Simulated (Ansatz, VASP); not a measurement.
# One calculation of Ir, two programs

```
Ir
1.0
     2.75138    0.00000    0.00000
    -1.37569    2.38276    0.00000
     0.00000    0.00000    4.46229
Ir
2
Direct
  0.33333 0.66667 0.25000
  0.66667 0.33333 0.75000
```

Alike in both runs: functional HSE06; k mesh 6 × 6 × 3; occupations fermi-dirac, width 0.05 eV; no spin polarisation.

```csv
,VASP,Ansatz
version,VASP 6.6.1,Ansatz 0.2.0
potentials or method,"VASP PAW PBE potentials, release 64 (Ir)",Ansatz PAW
plane-wave cutoff (eV),520,420
valence electrons in the cell,18,34
task,single point,band structure
```

|  | VASP | Ansatz | Ansatz less VASP |
| --- | --- | --- | --- |
| gap on the k mesh at the Fermi level (eV) | none | none | - |
| pressure (GPa) | -12.4 | -14.7 | -2.36 |
| traceless stress, the component that is largest in VASP (GPa) | -9.74 | -9.86 | -0.123 |

A gap of «none» marks a metal or a gap that the smearing closes. VASP's potentials hold 18 valence electrons a cell and Ansatz's 34, so a difference there can come from the potentials and not from the codes.

The k mesh is coarse, so the values compare programs but aren't converged. Spin-orbit coupling is off throughout.
